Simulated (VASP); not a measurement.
# B (Im-3m) in VASP: further runs

The runs below take B through single point, with PBEsol.

Everything below comes from runs of VASP 6.6.1. Logs are shortened: lines on timing, memory, paths and dates and some standing lists are left out, and cuts for length are marked.

**1. The cell of the first run**

The structure is cubic, space group Im-3m (No. 229). Conventional cell: a = 1.734 Å, b = 1.734 Å, c = 1.734 Å, α = 90.00°, β = 90.00°, γ = 90.00°. Within 2.0 Å of B (site symmetry m-3m) lie 14 B at 1.50 to 1.73 Å.

This isn't the form of B at room conditions, which is rhombohedral.

**2. Single point, PBEsol (2.61 Å³/atom)**

Input file INCAR:

```
PREC = Accurate ; ENCUT = 520
EDIFF = 1E-6 ; ISMEAR = -1
SIGMA = 0.08 ; LREAL = False
LASPH = True ; NELM = 100
ALGO = Normal ; ISIF = 2
LWAVE = False ; LCHARG = True
GGA = PS ; LELF = True
LVHAR = True ; NBANDS = 8
```

Input file KPOINTS:

```
Automatic mesh
0
Gamma
  25 25 25
```

Input file POSCAR:

```
B
1.0
   -0.8669819247      0.8669819247      0.8669819247
    0.8669819247     -0.8669819247      0.8669819247
    0.8669819247      0.8669819247     -0.8669819247
B
1
Direct
    0.0000000000      0.0000000000      0.0000000000
```

Potentials or basis: VASP PAW PBE potentials, release 64 (B).

On the command line:

```console
$ cat potpaw_PBE.64/B/POTCAR > POTCAR
$ mpirun -np 1 vasp_std > vasp.out
```

OUTCAR:

```text
PREC = Accurate
   ENCUT = 520
   EDIFF = 1E-6
   ISMEAR = -1
   LREAL = False
   LASPH = True
   NELM = 100
   ISIF = 2
   GGA = PS

 ion  position               nearest neighbor table
   1  0.000  0.000  0.000-

  LATTYP: Found a body centered cubic cell.
 ALAT       =     1.7339638494

  Lattice vectors:

 A1 = (  -0.8669819247,   0.8669819247,   0.8669819247)
 A2 = (   0.8669819247,  -0.8669819247,   0.8669819247)
 A3 = (   0.8669819247,   0.8669819247,  -0.8669819247)

Analysis of symmetry for initial positions (statically):
=====================================================================
 Subroutine PRICEL returns:
 Original cell was already a primitive cell.

 Routine SETGRP: Setting up the symmetry group for a
 body centered cubic supercell.

 Subroutine GETGRP returns: Found 48 space group operations
 (whereof 48 operations were pure point group operations)
 out of a pool of 48 trial point group operations.

The static configuration has the point symmetry O_h .

Analysis of symmetry for dynamics (positions and initial velocities):
=====================================================================
 Subroutine PRICEL returns:
 Original cell was already a primitive cell.

 Routine SETGRP: Setting up the symmetry group for a
 body centered cubic supercell.

 Subroutine GETGRP returns: Found 48 space group operations
 (whereof 48 operations were pure point group operations)
 out of a pool of 48 trial point group operations.

The dynamic configuration has the point symmetry O_h .

 Subroutine INISYM returns: Found 48 space group operations
 (whereof 48 operations are pure point group operations),
 and found     1 'primitive' translations

----------------------------------------------------------------------------------------

                                     Primitive cell

  volume of cell :       2.6067

  direct lattice vectors                    reciprocal lattice vectors
    -0.866981925  0.866981925  0.866981925     0.000000000  0.576713292  0.576713292
     0.866981925 -0.866981925  0.866981925     0.576713292  0.000000000  0.576713292
     0.866981925  0.866981925 -0.866981925     0.576713292  0.576713292  0.000000000

  length of vectors
     1.501656743  1.501656743  1.501656743     0.815595759  0.815595759  0.815595759

  position of ions in fractional coordinates (direct lattice)
     0.000000000  0.000000000  0.000000000

  ion indices of the primitive-cell ions
   primitive index   ion index
                 1           1

----------------------------------------------------------------------------------------

 KPOINTS: Automatic mesh

Automatic generation of k-mesh.
 Grid dimensions read from file:
 generate k-points for:   25   25   25

 Generating k-lattice:

  Cartesian coordinates                     Fractional coordinates (reciprocal lattice)
     0.000000000  0.023068532  0.023068532     0.040000000  0.000000000  0.000000000
     0.023068532  0.000000000  0.023068532     0.000000000  0.040000000  0.000000000
     0.023068532  0.023068532  0.000000000     0.000000000  0.000000000  0.040000000

  Length of vectors
     0.032623830  0.032623830  0.032623830

  Shift w.r.t. Gamma in fractional coordinates (k-lattice)
     0.000000000  0.000000000  0.000000000

 Subroutine IBZKPT returns following result:
 ===========================================

 Found    455 irreducible k-points:

 Following reciprocal coordinates:
            Coordinates               Weight
  0.000000  0.000000  0.000000      1.000000
  0.040000  0.000000  0.000000     12.000000
  0.080000  0.000000  0.000000     12.000000
  0.120000  0.000000  0.000000     12.000000
  0.160000  0.000000  0.000000     12.000000
  0.200000  0.000000  0.000000     12.000000
[... 16 lines left out ...]
  0.400000  0.040000  0.000000     48.000000
  0.440000  0.040000 -0.000000     48.000000
 [... further k-points ...]
   k-points           NKPTS =    455   k-points in BZ     NKDIM =    455   number of bands    NBANDS=      8
   number of dos      NEDOS =    301   number of ions     NIONS =      1
   total plane-waves  NPLWV =   1728
   dimension x,y,z NGX =    12 NGY =   12 NGZ =   12
   dimension x,y,z NGXF=    24 NGYF=   24 NGZF=   24
   ions per type =               1
   NGX,Y,Z   is equivalent  to a cutoff of  13.29, 13.29, 13.29 a.u.
   NGXF,Y,Z  is equivalent  to a cutoff of  26.57, 26.57, 26.57 a.u.
 SYSTEM =  unknown system
   PREC   = accura    normal or accurate (medium, high low for compatibility)
   ISTART =      0    job   : 0-new  1-cont  2-samecut
   ICHARG =      2    charge: 1-file 2-atom 10-const
   ISPIN  =      1    spin polarized calculation?
   LNONCOLLINEAR =      F non collinear calculations
   LSORBIT =      F    spin-orbit coupling
   LASPH  =      T    aspherical Exc in radial PAW
   ENCUT  =  520.0 eV  38.22 Ry    6.18 a.u.   2.79  2.79  2.79*2*pi/ulx,y,z
   NELM   =    100;   NELMIN=  2; NELMDL= -5     # of ELM steps
   EDIFF  = 0.1E-05   stopping-criterion for ELM
   LREAL  =      F    real-space projection
   EDIFFG = 0.1E-04   stopping-criterion for IOM
   NSW    =      0    number of steps for IOM
   IBRION =     -1    ionic relax: 0-MD 1-quasi-New 2-CG
   NFREE  =      0    steps in history (QN), initial steepest desc. (CG)
   ISIF   =      2    stress and relaxation
   ISYM   =      2    0-nonsym 1-usesym 2-fastsym
   POTIM  = 0.5000    time-step for ionic-motion
   TEBEG  =    0.0;   TEEND  =   0.0 temperature during run
   PSTRESS=    0.0 pullay stress
   NELECT =       3.0000    total number of electrons
   NUPDOWN=      -1.0000    fix difference up-down
   EMIN   =  10.00;   EMAX   =-10.00  energy-range for DOS
   EFERMI =   0.00;   METHOD = LEGACY
   ISMEAR =    -1;   SIGMA  =   0.08  broadening in eV -4-tet -1-fermi 0-gaus
   EFERMI_NEDOS =   21; number of points for ismear=-14 and -15
   IALGO  =     38    algorithm
   IMIX   =      4    mixing-type and parameters
     AMIX     =   0.40;   BMIX     =  1.00
     AMIX_MAG =   1.60;   BMIX_MAG =  1.00
  volume/ion in A,a.u.               =       2.61        17.59
  Fermi-wavevector in a.u.,A,eV,Ry     =   1.715610  3.242033 40.046263  2.943317
  Thomas-Fermi vector in A             =   2.792950
   LORBIT       =      0    0 simple, 1 ext, 2 COOP (PROOUT), +10 PAW based schemes
   GGA     = PS    functional components
   LHFCALC =     F    Hartree Fock is set to
   AEXX    =    0.0000 exact exchange contribution
   IVDW    =     0    specifies the selected vdW correction
   LEPSILON=     F    determine dielectric tensor
   LRPA    =     F    only Hartree local field effects (RPA)
 non-spin polarized calculation
  energy-cutoff  :      520.00
  volume of cell :        2.61
 maximum number of plane-waves:        79
   NGX =  5   NGY =  5   NGZ =  5

 number of electron       3.0000000 magnetization

 Free energy of the ion-electron system (eV)
  ---------------------------------------------------
  ext. energy  EPLUGINS =         0.00000000
  ---------------------------------------------------
  free energy    TOTEN  =        -0.14270526 eV

  energy without entropy =       -0.13973452  energy(sigma->0) =       -0.14121989

 E-fermi :  23.3329     XC(G=0): -16.8712

 val. band max:       23.3204001724   @ k =  -0.4000   0.4000   0.0400
 cond. band min:      23.3633997382   @ k =  -0.4000   0.4000   0.0800
 fundamental gap:      0.0429995658
 Fermi energy:        23.3329486137

 k-point     1 :       0.0000    0.0000    0.0000
  band No.  band energies     occupation
      1      -7.2671      2.00000
      2      56.1386      0.00000
      3      56.1386      0.00000
      4      56.1386      0.00000
      5      80.5217      0.00000
      6      80.5217      0.00000
      7      80.5217      0.00000
      8      85.6434      0.00000

 k-point     2 :       0.0400    0.0000    0.0000
  band No.  band energies     occupation
      1      -7.1694      2.00000
      2      55.6126      0.00000
      3      55.6486      0.00000
      4      55.9990      0.00000
      5      78.5302      0.00000
      6      78.7028      0.00000
      7      81.3297      0.00000
      8      83.3510      0.00000

 k-point     3 :       0.0800    0.0000    0.0000
  band No.  band energies     occupation
      1      -6.8757      2.00000
      2      53.9705      0.00000
      3      54.3507      0.00000
      4      55.5859      0.00000
      5      74.7534      0.00000
      6      75.6511      0.00000
      7      81.8082      0.00000
      8      83.5822      0.00000

 k-point     4 :       0.1200    0.0000    0.0000
  band No.  band energies     occupation
      1      -6.3848      2.00000
      2      51.1706      0.00000
      3      52.5903      0.00000
      4      54.9212      0.00000
      5      71.9305      0.00000
      6      72.6287      0.00000
      7      80.6723      0.00000
      8      85.3936      0.00000

 k-point     5 :       0.1600    0.0000    0.0000
  band No.  band energies     occupation
      1      -5.6954      2.00000
      2      47.4378      0.00000
      3      50.6609      0.00000
      4      54.0517      0.00000
      5      69.8391      0.00000
      6      70.3190      0.00000
      7      80.2081      0.00000
      8      87.5282      0.00000

 k-point     6 :       0.2000    0.0000    0.0000
  band No.  band energies     occupation
      1      -4.8069      2.00000
      2      43.1881      0.00000
      3      48.7497      0.00000
      4      53.0472      0.00000
      5      67.3337      0.00000
      6      69.6420      0.00000
      7      80.3736      0.00000
      8      90.1777      0.00000

 k-point     7 :       0.2400    0.0000    0.0000
  band No.  band energies     occupation
      1      -3.7215      2.00000
      2      38.7797      0.00000
      3      46.9647      0.00000
      4      51.9892      0.00000
      5      65.1281      0.00000
      6      69.5971      0.00000
      7      81.1005      0.00000
      8      93.2489      0.00000

 k-point     8 :       0.2800    0.0000    0.0000
  band No.  band energies     occupation
      1      -2.4467      2.00000
      2      34.4492      0.00000
      3      45.3725      0.00000
      4      50.9554      0.00000
      5      63.2316      0.00000
      6      69.9806      0.00000
      7      82.3097      0.00000
      8      96.6365      0.00000

 k-point     9 :       0.3200    0.0000    0.0000
  band No.  band energies     occupation
      1      -1.0023      2.00000
      2      30.3451      0.00000
      3      44.0099      0.00000
      4      50.0107      0.00000
      5      61.6479      0.00000
      6      70.6466      0.00000
      7      83.9156      0.00000
      8     100.0620      0.00000

 k-point    10 :       0.3600    0.0000    0.0000
  band No.  band energies     occupation
      1       0.5686      2.00000
      2      26.5863      0.00000
      3      42.9002      0.00000
      4      49.2047      0.00000
      5      60.3792      0.00000
      6      71.4693      0.00000
      7      85.8160      0.00000
      8     102.3798      0.00000
[... 78 lines left out ...]
 k-point    18 :       0.2000    0.0400    0.0000
  band No.  band energies     occupation
      1      -4.2123      2.00000
      2      40.9752      0.00000
      3      47.4779      0.00000
      4      51.8561      0.00000
      5      66.9864      0.00000
      6      69.4136      0.00000
      7      80.8537      0.00000
      8      91.6798      0.00000

 k-point    19 :       0.2400    0.0400    0.0000
  band No.  band energies     occupation
      1      -3.0289      2.00000
      2      36.5854      0.00000
      3      45.8133      0.00000
      4      50.7065      0.00000
      5      65.1485      0.00000
      6      69.6133      0.00000
      7      81.8539      0.00000
      8      94.9108      0.00000

 k-point    20 :       0.2800    0.0400   -0.0000
  band No.  band energies     occupation
      1      -1.6629      2.00000
      2      32.3527      0.00000
      3      44.3582      0.00000
      4      49.6295      0.00000
      5      63.5632      0.00000
      6      70.1683      0.00000
      7      83.2808      0.00000
      8      98.4003      0.00000

 k-point    21 :       0.3200    0.0400   -0.0000
  band No.  band energies     occupation
      1      -0.1434      2.00000
      2      28.4043      0.00000
      3      43.1406      0.00000
      4      48.6842      0.00000
      5      62.2484      0.00000
      6      70.9496      0.00000
      7      85.0434      0.00000
      8     101.5386      0.00000

 k-point    22 :       0.3600    0.0400    0.0000
  band No.  band energies     occupation
      1       1.4671      2.00000
      2      24.8610      0.00000
      3      42.1788      0.00000
      4      47.9127      0.00000
      5      61.2162      0.00000
      6      71.8292      0.00000
      7      87.0236      0.00000
      8     101.9696      0.00000

 k-point    23 :       0.4000    0.0400    0.0000
  band No.  band energies     occupation
      1       3.0338      2.00000
      2      21.8920      2.00000
      3      41.4846      0.00000
      4      47.3437      0.00000
      5      60.4742      0.00000
      6      72.6547      0.00000
      7      89.0340      0.00000
      8     100.3132      0.00000

 k-point    24 :       0.4400    0.0400   -0.0000
  band No.  band energies     occupation
      1       4.2828      2.00000
      2      19.7957      2.00000
      3      41.0657      0.00000
      4      46.9957      0.00000
      5      60.0282      0.00000
      6      73.2583      0.00000
      7      90.7182      0.00000
      8      98.8440      0.00000

 [... further k-points ...]
[... 5 lines left out ...]
  --------------------------------------------------------------------------------------
  -------------------------------------------------------------------------------------
  Total       15.0665842     15.0665842     15.0665842      0.0000000      0.0000000      0.0000000
  in kB     9260.5176908   9260.5176908   9260.5176908      0.0000000      0.0000000      0.0000000
  external PRESSURE =    9260.5176908 kB  Pullay stress =       0.0000000 kB

 VOLUME and BASIS-vectors are now :
 -----------------------------------------------------------------------------
  energy-cutoff  :      520.00
  volume of cell :        2.61
      direct lattice vectors                 reciprocal lattice vectors
    -0.866981925  0.866981925  0.866981925     0.000000000  0.576713292  0.576713292
     0.866981925 -0.866981925  0.866981925     0.576713292  0.000000000  0.576713292
     0.866981925  0.866981925 -0.866981925     0.576713292  0.576713292  0.000000000

 POSITION                                       TOTAL-FORCE (eV/Angst)
 -----------------------------------------------------------------------------------
      0.00000      0.00000      0.00000        -0.000000      0.000000     -0.000000
 -----------------------------------------------------------------------------------
    total drift:                               -0.000000      0.000000     -0.000000

  FREE ENERGIE OF THE ION-ELECTRON SYSTEM (eV)
  ---------------------------------------------------
  free  energy   TOTEN  =        -0.1427052619 eV

  energy  without entropy=       -0.1397345226  energy(sigma->0) =       -0.14121989
```

It took 5.8 s on 1 thread of Intel Xeon Platinum 8259CL at 2.50GHz (Skylake/Cascade Lake), shared host; peak memory 0.11 GiB.

The run converged, but its numbers aren't listed here, since they failed a check.

Caveat: the cell stands under pressure; the PAW data sets were made with another functional, which shifts forces and pressure a little.

[end of part 1 of 2]
